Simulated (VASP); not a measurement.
# MgH2 (Fm-3m) in VASP: single point with PBE+D3(BJ)

Aim: the single point of MgH2 with PBE+D3(BJ).

Program: VASP 6.6.1. These are calculated values, not measurements. Logs are shortened: lines on timing, memory, paths and dates and some standing lists are left out, and cuts for length are marked.

### 1 The cell of the first run

The structure is cubic, space group Fm-3m (No. 225). The conventional cell has a = 4.683 Å, b = 4.683 Å, c = 4.683 Å, α = 90.00°, β = 90.00°, γ = 90.00°. Mg (site symmetry m-3m) has 8 H at 2.03 Å within 2.7 Å. H (site symmetry -43m) has 4 Mg at 2.03 Å and 6 H at 2.34 Å within 2.7 Å.

### 2 Single point, PBE+D3(BJ)

The input, INCAR:

```
PREC = Accurate
ENCUT = 520
EDIFF = 1E-6
ISMEAR = 0
SIGMA = 0.15
LREAL = False
LASPH = True
NELM = 80
ALGO = Normal
ISIF = 2
LWAVE = False
LCHARG = False
GGA = PE
IVDW = 12
NBANDS = 9
```

The input, KPOINTS:

```
Automatic mesh
0
Gamma
  12 12 12
```

The input, POSCAR:

```
MgH2
1.0
    0.0000000000      2.3414883082      2.3414883082
    2.3414883082      0.0000000000      2.3414883082
    2.3414883082      2.3414883082      0.0000000000
Mg H
1 2
Direct
    0.0000000000      0.0000000000      0.0000000000
    0.7500000000      0.7500000000      0.7500000000
    0.2500000000      0.2500000000      0.2500000000
```

Potentials or basis: VASP PAW PBE potentials, release 64 (Mg, H).

Started as:

```console
> cat potpaw_PBE.64/Mg/POTCAR potpaw_PBE.64/H/POTCAR > POTCAR
> mpirun -np 1 vasp_std > vasp.out
```

OUTCAR:

```text
PREC = Accurate
   ENCUT = 520
   EDIFF = 1E-6
   ISMEAR = 0
   LREAL = False
   LASPH = True
   NELM = 80
   ISIF = 2
   GGA = PE
   IVDW = 12
 IVDW          = 12

 ion  position               nearest neighbor table
   1  0.000  0.000  0.000-   2 2.03   2 2.03   2 2.03   2 2.03   3 2.03   3 2.03   3 2.03   3 2.03

   2  0.750  0.750  0.750-   1 2.03   1 2.03   1 2.03   1 2.03
   3  0.250  0.250  0.250-   1 2.03   1 2.03   1 2.03   1 2.03

  LATTYP: Found a face centered cubic cell.
 ALAT       =     4.6829766164

  Lattice vectors:

 A1 = (   0.0000000000,   2.3414883082,   2.3414883082)
 A2 = (   2.3414883082,   0.0000000000,   2.3414883082)
 A3 = (   2.3414883082,   2.3414883082,   0.0000000000)

Analysis of symmetry for initial positions (statically):
=====================================================================
 Subroutine PRICEL returns:
 Original cell was already a primitive cell.

 Routine SETGRP: Setting up the symmetry group for a
 face centered cubic supercell.

 Subroutine GETGRP returns: Found 48 space group operations
 (whereof 48 operations were pure point group operations)
 out of a pool of 48 trial point group operations.

The static configuration has the point symmetry O_h .

Analysis of symmetry for dynamics (positions and initial velocities):
=====================================================================
 Subroutine PRICEL returns:
 Original cell was already a primitive cell.

 Routine SETGRP: Setting up the symmetry group for a
 face centered cubic supercell.

 Subroutine GETGRP returns: Found 48 space group operations
 (whereof 48 operations were pure point group operations)
 out of a pool of 48 trial point group operations.

The dynamic configuration has the point symmetry O_h .

 Subroutine INISYM returns: Found 48 space group operations
 (whereof 48 operations are pure point group operations),
 and found     1 'primitive' translations

----------------------------------------------------------------------------------------

                                     Primitive cell

  volume of cell :      25.6747

  direct lattice vectors                    reciprocal lattice vectors
     0.000000000  2.341488308  2.341488308    -0.213539396  0.213539396  0.213539396
     2.341488308  0.000000000  2.341488308     0.213539396 -0.213539396  0.213539396
     2.341488308  2.341488308  0.000000000     0.213539396  0.213539396 -0.213539396

  length of vectors
     3.311364522  3.311364522  3.311364522     0.369861084  0.369861084  0.369861084

  position of ions in fractional coordinates (direct lattice)
     0.000000000  0.000000000  0.000000000
     0.750000000  0.750000000  0.750000000
     0.250000000  0.250000000  0.250000000

  ion indices of the primitive-cell ions
   primitive index   ion index
                 1           1
                 2           2
                 3           3

----------------------------------------------------------------------------------------

 KPOINTS: Automatic mesh

Automatic generation of k-mesh.
 Grid dimensions read from file:
 generate k-points for:   12   12   12

 Generating k-lattice:

  Cartesian coordinates                     Fractional coordinates (reciprocal lattice)
    -0.017794950  0.017794950  0.017794950     0.083333333  0.000000000  0.000000000
     0.017794950 -0.017794950  0.017794950     0.000000000  0.083333333  0.000000000
     0.017794950  0.017794950 -0.017794950     0.000000000  0.000000000  0.083333333

  Length of vectors
     0.030821757  0.030821757  0.030821757

  Shift w.r.t. Gamma in fractional coordinates (k-lattice)
     0.000000000  0.000000000  0.000000000

 Subroutine IBZKPT returns following result:
 ===========================================

 Found     72 irreducible k-points:

 Following reciprocal coordinates:
            Coordinates               Weight
  0.000000  0.000000  0.000000      1.000000
  0.083333  0.000000  0.000000      8.000000
  0.166667  0.000000  0.000000      8.000000
  0.250000  0.000000  0.000000      8.000000
  0.333333  0.000000  0.000000      8.000000
  0.416667  0.000000  0.000000      8.000000
[... 16 lines left out ...]
  0.500000  0.166667  0.000000     24.000000
 -0.416667  0.166667  0.000000     24.000000
 [... further k-points ...]
   k-points           NKPTS =     72   k-points in BZ     NKDIM =     72   number of bands    NBANDS=      9
   number of dos      NEDOS =    301   number of ions     NIONS =      3
   total plane-waves  NPLWV =  21952
   dimension x,y,z NGX =    28 NGY =   28 NGZ =   28
   dimension x,y,z NGXF=    56 NGYF=   56 NGZF=   56
   ions per type =               1   2
   NGX,Y,Z   is equivalent  to a cutoff of  14.06, 14.06, 14.06 a.u.
   NGXF,Y,Z  is equivalent  to a cutoff of  28.11, 28.11, 28.11 a.u.
 SYSTEM =  unknown system
   PREC   = accura    normal or accurate (medium, high low for compatibility)
   ISTART =      0    job   : 0-new  1-cont  2-samecut
   ICHARG =      2    charge: 1-file 2-atom 10-const
   ISPIN  =      1    spin polarized calculation?
   LNONCOLLINEAR =      F non collinear calculations
   LSORBIT =      F    spin-orbit coupling
   LASPH  =      T    aspherical Exc in radial PAW
   ENCUT  =  520.0 eV  38.22 Ry    6.18 a.u.   6.16  6.16  6.16*2*pi/ulx,y,z
   NELM   =     80;   NELMIN=  2; NELMDL= -5     # of ELM steps
   EDIFF  = 0.1E-05   stopping-criterion for ELM
   LREAL  =      F    real-space projection
   EDIFFG = 0.1E-04   stopping-criterion for IOM
   NSW    =      0    number of steps for IOM
   IBRION =     -1    ionic relax: 0-MD 1-quasi-New 2-CG
   NFREE  =      0    steps in history (QN), initial steepest desc. (CG)
   ISIF   =      2    stress and relaxation
   ISYM   =      2    0-nonsym 1-usesym 2-fastsym
   POTIM  = 0.5000    time-step for ionic-motion
   TEBEG  =    0.0;   TEEND  =   0.0 temperature during run
   PSTRESS=    0.0 pullay stress
   NELECT =       4.0000    total number of electrons
   NUPDOWN=      -1.0000    fix difference up-down
   EMIN   =  10.00;   EMAX   =-10.00  energy-range for DOS
   EFERMI =   0.00;   METHOD = LEGACY
   ISMEAR =     0;   SIGMA  =   0.15  broadening in eV -4-tet -1-fermi 0-gaus
   EFERMI_NEDOS =   21; number of points for ismear=-14 and -15
   IALGO  =     38    algorithm
   IMIX   =      4    mixing-type and parameters
     AMIX     =   0.40;   BMIX     =  1.00
     AMIX_MAG =   1.60;   BMIX_MAG =  1.00
  volume/ion in A,a.u.               =       8.56        57.75
  Fermi-wavevector in a.u.,A,eV,Ry     =   0.880899  1.664658 10.557893  0.775983
  Thomas-Fermi vector in A             =   2.001322
   LORBIT       =      0    0 simple, 1 ext, 2 COOP (PROOUT), +10 PAW based schemes
   GGA     = PE    functional components
   LHFCALC =     F    Hartree Fock is set to
   AEXX    =    0.0000 exact exchange contribution
   IVDW    =    12    specifies the selected vdW correction
   LEPSILON=     F    determine dielectric tensor
   LRPA    =     F    only Hartree local field effects (RPA)
 non-spin polarized calculation
 Gauss-broadening in eV      SIGMA  =   0.15
  energy-cutoff  :      520.00
  volume of cell :       25.67
 maximum number of plane-waves:       704
 NGX is ok and might be reduce to    28
   NGX = 13   NGY = 13   NGZ = 13

 number of electron       3.9999999 magnetization

 Free energy of the ion-electron system (eV)
  ---------------------------------------------------
  ext. energy  EPLUGINS =         0.00000000
  ---------------------------------------------------
  free energy    TOTEN  =        -8.48901237 eV

  energy without entropy =       -8.48597105  energy(sigma->0) =       -8.48749171

 E-fermi :   3.2651     XC(G=0):  -9.1166

 val. band max:        3.2293787800   @ k =  -0.4167   0.4167   0.0000
 cond. band min:       3.2674642204   @ k =   0.1667   0.0833   0.0000
 fundamental gap:      0.0380854404
 Fermi energy:         3.2650637163

 k-point     1 :       0.0000    0.0000    0.0000
  band No.  band energies     occupation
      1      -7.0357      2.00000
      2       4.2558      0.00000
      3      12.7676      0.00000
      4      12.7676      0.00000
      5      12.7676      0.00000
      6      15.6153      0.00000
      7      15.6153      0.00000
      8      15.6153      0.00000
      9      16.3461      0.00000

 k-point     2 :       0.0833    0.0000    0.0000
  band No.  band energies     occupation
      1      -6.9043      2.00000
      2       3.9485      0.00000
      3      12.1375      0.00000
      4      12.5861      0.00000
      5      12.5861      0.00000
      6      15.6996      0.00000
      7      16.0285      0.00000
      8      16.0285      0.00000
      9      16.4542      0.00000

 k-point     3 :       0.1667    0.0000    0.0000
  band No.  band energies     occupation
      1      -6.5124      2.00000
      2       3.0833      1.91335
      3      11.1646      0.00000
      4      12.2614      0.00000
      5      12.2614      0.00000
      6      14.5452      0.00000
      7      16.5170      0.00000
      8      16.5170      0.00000
      9      17.3464      0.00000

 k-point     4 :       0.2500    0.0000    0.0000
  band No.  band energies     occupation
      1      -5.8679      2.00000
      2       1.8184      2.00000
      3      10.4589      0.00000
      4      12.0324      0.00000
      5      12.0324      0.00000
      6      13.3022      0.00000
      7      15.2743      0.00000
      8      15.2743      0.00000
      9      18.6670      0.00000

 k-point     5 :       0.3333    0.0000    0.0000
  band No.  band energies     occupation
      1      -4.9843      2.00000
      2       0.3504      2.00000
      3      10.1149      0.00000
      4      11.9884      0.00000
      5      11.9884      0.00000
      6      12.1941      0.00000
      7      14.1424      0.00000
      8      14.1424      0.00000
      9      20.4028      0.00000

 k-point     6 :       0.4167    0.0000    0.0000
  band No.  band energies     occupation
      1      -3.8822      2.00000
      2      -1.1562      2.00000
      3      10.0949      0.00000
      4      11.3308      0.00000
      5      12.1569      0.00000
      6      12.1569      0.00000
      7      13.2558      0.00000
      8      13.2558      0.00000
      9      22.2884      0.00000
[... 169 lines left out ...]
 k-point    21 :       0.3333    0.1667    0.0000
  band No.  band energies     occupation
      1      -5.1654      2.00000
      2       1.3037      2.00000
      3       8.8158      0.00000
      4       9.4215      0.00000
      5       9.8698      0.00000
      6      15.0392      0.00000
      7      16.7000      0.00000
      8      16.8677      0.00000
      9      17.9669      0.00000

 k-point    22 :       0.4167    0.1667    0.0000
  band No.  band energies     occupation
      1      -4.2352      2.00000
      2       0.0138      2.00000
      3       7.9463      0.00000
      4       8.8845      0.00000
      5       9.8546      0.00000
      6      15.4425      0.00000
      7      16.3498      0.00000
      8      16.9300      0.00000
      9      17.6938      0.00000

 k-point    23 :       0.5000    0.1667    0.0000
  band No.  band energies     occupation
      1      -3.1163      2.00000
      2      -1.3532      2.00000
      3       7.2802      0.00000
      4       8.8343      0.00000
      5      10.0829      0.00000
      6      14.6425      0.00000
      7      16.1054      0.00000
      8      17.0115      0.00000
      9      19.2565      0.00000

 k-point    24 :      -0.4167    0.1667    0.0000
  band No.  band energies     occupation
      1      -2.6737      2.00000
      2      -1.8586      2.00000
      3       6.9163      0.00000
      4       9.1799      0.00000
      5      10.5577      0.00000
      6      13.9412      0.00000
      7      15.4990      0.00000
      8      17.6951      0.00000
      9      20.8431      0.00000

 [... further k-points ...]

------------------------ aborting loop because EDIFF is reached ----------------------------------------

 Edisp (eV)   -0.48298

 E8    (eV) :    -0.1767

  FORCE on cell =-STRESS in cart. coord.  units (eV):
  Direction    XX          YY          ZZ          XY          YZ          ZX
  --------------------------------------------------------------------------------------
  -------------------------------------------------------------------------------------
  Total      -0.07152    -0.07152    -0.07152     0.00000     0.00000    -0.00000
  in kB      -4.46325    -4.46325    -4.46325     0.00000     0.00000    -0.00000
  external pressure =       -4.46 kB  Pullay stress =        0.00 kB

 VOLUME and BASIS-vectors are now :
 -----------------------------------------------------------------------------
  energy-cutoff  :      520.00
  volume of cell :       25.67
      direct lattice vectors                 reciprocal lattice vectors
     0.000000000  2.341488308  2.341488308    -0.213539396  0.213539396  0.213539396
     2.341488308  0.000000000  2.341488308     0.213539396 -0.213539396  0.213539396
     2.341488308  2.341488308  0.000000000     0.213539396  0.213539396 -0.213539396

 POSITION                                       TOTAL-FORCE (eV/Angst)
 -----------------------------------------------------------------------------------
      0.00000      0.00000      0.00000         0.000000      0.000000      0.000000
      3.51223      3.51223      3.51223        -0.000000     -0.000000     -0.000000
      1.17074      1.17074      1.17074         0.000000      0.000000      0.000000
 -----------------------------------------------------------------------------------
    total drift:                                0.000000      0.000000      0.000000

  FREE ENERGIE OF THE ION-ELECTRON SYSTEM (eV)
  ---------------------------------------------------
  free  energy   TOTEN  =        -8.9719963144 eV

  energy  without entropy=       -8.9689549971  energy(sigma->0) =       -8.97047566
```

Wall time 43 s (1 thread of AMD EPYC 7R13, shared host); peak memory 0.15 GiB.

What came out:

```yaml
Free_energy: -8.9720 eV
Pressure: -0.4 GPa
Band_gap_on_the_k_mesh: zero (band 2 reaches 4.26 eV, above the bottom of band 3 at 2.86 eV)
Dispersion_energy_per_atom: -0.161 eV
```

Caveat: pairwise dispersion overbinds metals, which lowers pressure and volume.
